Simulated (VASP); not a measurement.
ZnO (zincite):

```
Zn O
1.0
     3.24931    0.00000    0.00000
    -1.62465    2.81398    0.00000
     0.00000    0.00000    5.20571
Zn O
2 2
Direct
  0.66667 0.33333 0.00000
  0.33333 0.66667 0.50000
  0.33333 0.66667 0.87901
  0.66667 0.33333 0.37901
```

- Program: VASP 6.6.1
- Task: relaxation of cell and atoms
- Functional: PBEsol
- Dispersion: D4
- Potentials or basis: VASP PAW PBE potentials, release 64 (Zn, O)
- Cutoff: 600 eV
- k mesh: 9 × 9 × 5
- Occupations: fermi-dirac, width 0.05 eV
- Spin: no spin polarisation

At the start: pressure -2.6 GPa; volume 11.90 Å³/atom.

Question: How do energy, volume and symmetry change on relaxing?

Answer: Over 12 steps the energy falls by 2.1 meV/atom and the volume is 11.68 Å³/atom (-1.9 %); space group P6_3mc (No. 186, to 0.05 Å).

Step by step:
```
step  energy change (eV)  largest force (eV/Å)  pressure (GPa)  volume (Å³)
   1              0.0000                0.0656           -2.58        47.60
   2             -0.0060                0.0347            1.53        46.29
   3             -0.0081                0.0023            0.09        46.73
   4             -0.0081                0.0037            0.08        46.74
   5             -0.0081                0.0050            0.02        46.76
   6             -0.0082                0.0109           -0.12        46.78
   7             -0.0082                0.0104           -0.09        46.78
   8             -0.0082                0.0085           -0.13        46.78
   9             -0.0082                0.0132            0.00        46.73
  10             -0.0082                0.0127            0.13        46.73
  11             -0.0082                0.0144            0.00        46.73
  12             -0.0082                0.0038            0.08        46.71
```

Final structure:
```yaml
crystal:
  lattice:
    - [3.22243, 0.00000, 0.00000]
    - [-1.61122, 2.79071, 0.00000]
    - [0.00000, 0.00000, 5.19419]
  atoms:
    - { symbol: Zn, position: [0.66667, 0.33333, 0.99978] }
    - { symbol: Zn, position: [0.33333, 0.66667, 0.49978] }
    - { symbol: O, position: [0.33333, 0.66667, 0.87923] }
    - { symbol: O, position: [0.66667, 0.33333, 0.37923] }
```

Caveat: the PAW data sets were made with another functional, which shifts forces and pressure a little.
